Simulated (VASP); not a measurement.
# InSb3 (Fm-3m) in VASP: a series of runs

The runs below take InSb3 through single point, with PBEsol+D4.

Program: VASP 6.6.1. These are calculated values, not measurements. Logs are shortened: lines on timing, memory, paths and dates and some standing lists are left out, and cuts for length are marked.

### Step 1. The cell of the first run

Symmetry: Fm-3m, No. 225, cubic system. The conventional cell has a = 7.381 Å, b = 7.381 Å, c = 7.381 Å, α = 90.00°, β = 90.00°, γ = 90.00°. Within 4.2 Å of In (site symmetry m-3m) lie 14 Sb at 3.20 to 3.69 Å. Within 4.2 Å of Sb (site symmetry -43m) lie 4 In at 3.20 Å and 10 Sb at 3.20 to 3.69 Å. Within 4.2 Å of Sb (site symmetry m-3m) lie 8 Sb at 3.20 Å and 6 In at 3.69 Å.

### Step 2. Single point, PBEsol+D4

File INCAR:

```
PREC     = Accurate       # precision mode
ENCUT    = 520            # plane-wave cutoff, eV
EDIFF    = 1E-6           # SCF threshold, eV
ISMEAR   = -1             # smearing method
SIGMA    = 0.05           # smearing width, eV
LREAL    = F              # projectors in reciprocal space
LASPH    = T              # aspherical terms in the spheres
NELM     = 80             # most SCF steps
ALGO     = Normal         # electronic algorithm
ISIF     = 2              # what is computed and relaxed
LWAVE    = F              # write WAVECAR
LCHARG   = T              # write CHGCAR
GGA      = PS             # functional
IVDW     = 13             # dispersion correction
LELF     = T              # ELF
LVHAR    = T            
NBANDS   = 22             # bands
```

File KPOINTS:

```
regular mesh
0
Gamma
  4 4 4
```

File POSCAR:

```
InSb3
1.0
    0.0000000000      3.6905417935      3.6905417935
    3.6905417935      0.0000000000      3.6905417935
    3.6905417935      3.6905417935      0.0000000000
In Sb
1 3
Direct
    0.0000000000      0.0000000000      0.0000000000
    0.2500000000      0.2500000000      0.2500000000
    0.7500000000      0.7500000000      0.7500000000
    0.5000000000      0.5000000000      0.5000000000
```

Potentials or basis: VASP PAW PBE potentials, release 64 (In_d, Sb).

The run is started by

```
$ cat potpaw_PBE.64/In_d/POTCAR potpaw_PBE.64/Sb/POTCAR > POTCAR
$ mpirun -np 1 vasp_std > vasp.out
```

OUTCAR:

```text
PREC = Accurate
   ENCUT = 520
   EDIFF = 1E-6
   ISMEAR = -1
   LREAL = F
   LASPH = T
   NELM = 80
   ISIF = 2
   GGA = PS
   IVDW = 13

 ion  position               nearest neighbor table
   1  0.000  0.000  0.000-   3 3.20   3 3.20   3 3.20   2 3.20   3 3.20   2 3.20   2 3.20   2 3.20
                             4 3.69   4 3.69   4 3.69   4 3.69   4 3.69   4 3.69
   2  0.250  0.250  0.250-   1 3.20   1 3.20   1 3.20   1 3.20   4 3.20   4 3.20   4 3.20   4 3.20
                             3 3.69   3 3.69   3 3.69   3 3.69   3 3.69   3 3.69
   3  0.750  0.750  0.750-   4 3.20   4 3.20   4 3.20   1 3.20   4 3.20   1 3.20   1 3.20   1 3.20
                             2 3.69   2 3.69   2 3.69   2 3.69   2 3.69   2 3.69
   4  0.500  0.500  0.500-   2 3.20   2 3.20   2 3.20   2 3.20   3 3.20   3 3.20   3 3.20   3 3.20
                             1 3.69   1 3.69   1 3.69   1 3.69   1 3.69   1 3.69

  LATTYP: Found a face centered cubic cell.
 ALAT       =     7.3810835870

  Lattice vectors:

 A1 = (   0.0000000000,   3.6905417935,   3.6905417935)
 A2 = (   3.6905417935,   0.0000000000,   3.6905417935)
 A3 = (   3.6905417935,   3.6905417935,   0.0000000000)

Analysis of symmetry for initial positions (statically):
=====================================================================
 Subroutine PRICEL returns:
 Original cell was already a primitive cell.

 Routine SETGRP: Setting up the symmetry group for a
 face centered cubic supercell.

 Subroutine GETGRP returns: Found 48 space group operations
 (whereof 48 operations were pure point group operations)
 out of a pool of 48 trial point group operations.

The static configuration has the point symmetry O_h .

Analysis of symmetry for dynamics (positions and initial velocities):
=====================================================================
 Subroutine PRICEL returns:
 Original cell was already a primitive cell.

 Routine SETGRP: Setting up the symmetry group for a
 face centered cubic supercell.

 Subroutine GETGRP returns: Found 48 space group operations
 (whereof 48 operations were pure point group operations)
 out of a pool of 48 trial point group operations.

The dynamic configuration has the point symmetry O_h .

 Subroutine INISYM returns: Found 48 space group operations
 (whereof 48 operations are pure point group operations),
 and found     1 'primitive' translations

----------------------------------------------------------------------------------------

                                     Primitive cell

  volume of cell :     100.5311

  direct lattice vectors                    reciprocal lattice vectors
     0.000000000  3.690541794  3.690541794    -0.135481463  0.135481463  0.135481463
     3.690541794  0.000000000  3.690541794     0.135481463 -0.135481463  0.135481463
     3.690541794  3.690541794  0.000000000     0.135481463  0.135481463 -0.135481463

  length of vectors
     5.219214257  5.219214257  5.219214257     0.234660777  0.234660777  0.234660777

  position of ions in fractional coordinates (direct lattice)
     0.000000000  0.000000000  0.000000000
     0.250000000  0.250000000  0.250000000
     0.750000000  0.750000000  0.750000000
     0.500000000  0.500000000  0.500000000

  ion indices of the primitive-cell ions
   primitive index   ion index
                 1           1
                 2           2
                 3           3
                 4           4

----------------------------------------------------------------------------------------

 KPOINTS: regular mesh

Automatic generation of k-mesh.
 Grid dimensions read from file:
 generate k-points for:    4    4    4

 Generating k-lattice:

  Cartesian coordinates                     Fractional coordinates (reciprocal lattice)
    -0.033870366  0.033870366  0.033870366     0.250000000  0.000000000  0.000000000
     0.033870366 -0.033870366  0.033870366     0.000000000  0.250000000  0.000000000
     0.033870366  0.033870366 -0.033870366     0.000000000  0.000000000  0.250000000

  Length of vectors
     0.058665194  0.058665194  0.058665194

  Shift w.r.t. Gamma in fractional coordinates (k-lattice)
     0.000000000  0.000000000  0.000000000

 Subroutine IBZKPT returns following result:
 ===========================================

 Found      8 irreducible k-points:

 Following reciprocal coordinates:
            Coordinates               Weight
  0.000000  0.000000  0.000000      1.000000
  0.250000  0.000000  0.000000      8.000000
  0.500000  0.000000  0.000000      4.000000
  0.250000  0.250000  0.000000      6.000000
  0.500000  0.250000  0.000000     24.000000
 -0.250000  0.250000  0.000000     12.000000
  0.500000  0.500000  0.000000      3.000000
 -0.250000  0.500000  0.250000      6.000000
   k-points           NKPTS =      8   k-points in BZ     NKDIM =      8   number of bands    NBANDS=     22
   number of dos      NEDOS =    301   number of ions     NIONS =      4
   total plane-waves  NPLWV =  64000
   dimension x,y,z NGX =    40 NGY =   40 NGZ =   40
   dimension x,y,z NGXF=    80 NGYF=   80 NGZF=   80
   ions per type =               1   3
   NGX,Y,Z   is equivalent  to a cutoff of  12.74, 12.74, 12.74 a.u.
   NGXF,Y,Z  is equivalent  to a cutoff of  25.48, 25.48, 25.48 a.u.
 SYSTEM =  unknown system
   PREC   = accura    normal or accurate (medium, high low for compatibility)
   ISTART =      0    job   : 0-new  1-cont  2-samecut
   ICHARG =      2    charge: 1-file 2-atom 10-const
   ISPIN  =      1    spin polarized calculation?
   LNONCOLLINEAR =      F non collinear calculations
   LSORBIT =      F    spin-orbit coupling
   LASPH  =      T    aspherical Exc in radial PAW
   ENCUT  =  520.0 eV  38.22 Ry    6.18 a.u.   9.70  9.70  9.70*2*pi/ulx,y,z
   NELM   =     80;   NELMIN=  2; NELMDL= -5     # of ELM steps
   EDIFF  = 0.1E-05   stopping-criterion for ELM
   LREAL  =      F    real-space projection
   EDIFFG = 0.1E-04   stopping-criterion for IOM
   NSW    =      0    number of steps for IOM
   IBRION =     -1    ionic relax: 0-MD 1-quasi-New 2-CG
   NFREE  =      0    steps in history (QN), initial steepest desc. (CG)
   ISIF   =      2    stress and relaxation
   ISYM   =      2    0-nonsym 1-usesym 2-fastsym
   POTIM  = 0.5000    time-step for ionic-motion
   TEBEG  =    0.0;   TEEND  =   0.0 temperature during run
   PSTRESS=    0.0 pullay stress
   NELECT =      28.0000    total number of electrons
   NUPDOWN=      -1.0000    fix difference up-down
   EMIN   =  10.00;   EMAX   =-10.00  energy-range for DOS
   EFERMI =   0.00;   METHOD = LEGACY
   ISMEAR =    -1;   SIGMA  =   0.05  broadening in eV -4-tet -1-fermi 0-gaus
   EFERMI_NEDOS =   21; number of points for ismear=-14 and -15
   IALGO  =     38    algorithm
   IMIX   =      4    mixing-type and parameters
     AMIX     =   0.40;   BMIX     =  1.00
     AMIX_MAG =   1.60;   BMIX_MAG =  1.00
  volume/ion in A,a.u.               =      25.13       169.60
  Fermi-wavevector in a.u.,A,eV,Ry     =   1.069122  2.020348 15.551765  1.143022
  Thomas-Fermi vector in A             =   2.204792
   LORBIT       =      0    0 simple, 1 ext, 2 COOP (PROOUT), +10 PAW based schemes
   GGA     = PS    functional components
   LHFCALC =     F    Hartree Fock is set to
   AEXX    =    0.0000 exact exchange contribution
   IVDW    =    13    specifies the selected vdW correction
   LEPSILON=     F    determine dielectric tensor
   LRPA    =     F    only Hartree local field effects (RPA)
 non-spin polarized calculation
  energy-cutoff  :      520.00
  volume of cell :      100.53
 maximum number of plane-waves:      2733
 NGX is ok and might be reduce to    40
   NGX = 19   NGY = 19   NGZ = 19

 number of electron      28.0000008 magnetization

 Free energy of the ion-electron system (eV)
  ---------------------------------------------------
  ext. energy  EPLUGINS =         0.00000000
  ---------------------------------------------------
  free energy    TOTEN  =       -16.01949618 eV

  energy without entropy =      -15.97230929  energy(sigma->0) =      -15.99590274

 E-fermi :   8.8630     XC(G=0): -10.6344

 val. band max:        8.7884951673   @ k =   0.5000   0.0000   0.0000
 cond. band min:       8.8810118011   @ k =   0.5000   0.2500   0.0000
 fundamental gap:      0.0925166338
 Fermi energy:         8.8629985924

 k-point     1 :       0.0000    0.0000    0.0000
  band No.  band energies     occupation
      1      -5.6313      2.00000
      2      -5.6313      2.00000
      3      -5.6313      2.00000
      4      -5.5883      2.00000
      5      -5.5883      2.00000
      6      -3.9998      2.00000
[... 14 lines left out ...]
     21      16.2746      0.00000
     22      16.2746      0.00000

 k-point     2 :       0.2500    0.0000    0.0000
  band No.  band energies     occupation
      1      -5.6431      2.00000
      2      -5.6268      2.00000
      3      -5.6268      2.00000
      4      -5.5896      2.00000
      5      -5.5896      2.00000
      6      -3.4989      2.00000
[... 14 lines left out ...]
     21      13.9534      0.00000
     22      14.8236      0.00000

 k-point     3 :       0.5000    0.0000    0.0000
  band No.  band energies     occupation
      1      -5.6568      2.00000
      2      -5.6234      2.00000
      3      -5.6234      2.00000
      4      -5.5899      2.00000
      5      -5.5899      2.00000
      6      -2.3800      2.00000
[... 14 lines left out ...]
     21      15.1110      0.00000
     22      17.4871      0.00000

 k-point     4 :       0.2500    0.2500    0.0000
  band No.  band energies     occupation
      1      -5.6496      2.00000
      2      -5.6223      2.00000
      3      -5.6223      2.00000
      4      -5.5975      2.00000
      5      -5.5863      2.00000
      6      -3.3304      2.00000
[... 14 lines left out ...]
     21      14.0086      0.00000
     22      14.0086      0.00000

 k-point     5 :       0.5000    0.2500    0.0000
  band No.  band energies     occupation
      1      -5.6538      2.00000
      2      -5.6267      2.00000
      3      -5.6176      2.00000
      4      -5.6010      2.00000
      5      -5.5876      2.00000
      6      -2.2331      2.00000
[... 14 lines left out ...]
     21      14.4864      0.00000
     22      15.1660      0.00000

 k-point     6 :      -0.2500    0.2500    0.0000
  band No.  band energies     occupation
      1      -5.6430      2.00000
      2      -5.6346      2.00000
      3      -5.6212      2.00000
      4      -5.5935      2.00000
      5      -5.5918      2.00000
      6      -2.6855      2.00000
[... 14 lines left out ...]
     21      14.8294      0.00000
     22      15.9158      0.00000

 k-point     7 :       0.5000    0.5000    0.0000
  band No.  band energies     occupation
      1      -5.6684      2.00000
      2      -5.6127      2.00000
      3      -5.6127      2.00000
      4      -5.6107      2.00000
      5      -5.5845      2.00000
      6      -1.5849      2.00000
[... 14 lines left out ...]
     21      14.1708      0.00000
     22      14.1917      0.00000

 k-point     8 :      -0.2500    0.5000    0.2500
  band No.  band energies     occupation
      1      -5.6424      2.00000
      2      -5.6424      2.00000
      3      -5.6127      2.00000
      4      -5.6041      2.00000
      5      -5.5888      2.00000
      6      -1.1556      2.00000
[... 14 lines left out ...]
     21      13.1933      0.00000
     22      17.0234      0.00000

------------------------ aborting loop because EDIFF is reached ----------------------------------------

  DFT-D4 for vdW energy calculation

  Edisp (eV):   -1.25588

  FORCE on cell =-STRESS in cart. coord.  units (eV):
  Direction    XX          YY          ZZ          XY          YZ          ZX
  --------------------------------------------------------------------------------------
  -------------------------------------------------------------------------------------
  Total      -1.21075    -1.21075    -1.21075     0.00000     0.00000    -0.00000
  in kB     -19.29582   -19.29582   -19.29582     0.00000     0.00000    -0.00000
  external pressure =      -19.30 kB  Pullay stress =        0.00 kB

 VOLUME and BASIS-vectors are now :
 -----------------------------------------------------------------------------
  energy-cutoff  :      520.00
  volume of cell :      100.53
      direct lattice vectors                 reciprocal lattice vectors
     0.000000000  3.690541794  3.690541794    -0.135481463  0.135481463  0.135481463
     3.690541794  0.000000000  3.690541794     0.135481463 -0.135481463  0.135481463
     3.690541794  3.690541794  0.000000000     0.135481463  0.135481463 -0.135481463

 POSITION                                       TOTAL-FORCE (eV/Angst)
 -----------------------------------------------------------------------------------
      0.00000      0.00000      0.00000        -0.000000     -0.000000     -0.000000
      1.84527      1.84527      1.84527        -0.000000      0.000000     -0.000000
      5.53581      5.53581      5.53581         0.000000      0.000000      0.000000
      3.69054      3.69054      3.69054        -0.000000     -0.000000     -0.000000
 -----------------------------------------------------------------------------------
    total drift:                               -0.000000      0.000000      0.000000

  FREE ENERGIE OF THE ION-ELECTRON SYSTEM (eV)
  ---------------------------------------------------
  free  energy   TOTEN  =       -17.2753748034 eV

  energy  without entropy=      -17.2281879079  energy(sigma->0) =      -17.25178136
```

It took 13 s on 1 thread of Intel Xeon 6975P-C (Granite Rapids), shared host; peak memory 0.23 GiB.

Results:

- Free energy: -17.2754 eV
- Pressure: -1.9 GPa
- Band gap on the k mesh: zero (band 14 reaches 10.18 eV, above the bottom of band 15 at 6.87 eV)
- Dispersion energy per atom: -0.314 eV

Levels at points of the mesh, in eV from the Fermi level:
| k point | band 10 | band 11 | band 12 | band 13 | band 14 | band 15 | band 16 | band 17 | band 18 | band 19 |
| --- | --- | --- | --- | --- | --- | --- | --- | --- | --- | --- |
| (0.00, 0.00, 0.00) | -2.71 | -2.71 | -2.63 | -2.63 | -2.63 | -2.00 | -0.82 | -0.82 | -0.82 | 3.38 |
| (0.50, 0.00, 0.00) | -3.73 | -3.73 | -2.89 | -2.89 | -0.07 | 0.09 | 2.07 | 2.07 | 3.10 | 3.10 |
| (0.50, 0.50, 0.00) | -5.53 | -5.53 | 0.60 | 1.03 | 1.03 | 1.61 | 1.94 | 1.94 | 1.95 | 4.41 |

Caveat: the k points lie up to 0.37 Å⁻¹ apart; the PAW data sets were made with another functional, which shifts forces and pressure a little; spin-orbit coupling is left out, which moves the levels of the heavy elements; pairwise dispersion overbinds metals, which lowers pressure and volume.

(Part 1 of 3 ends here.)
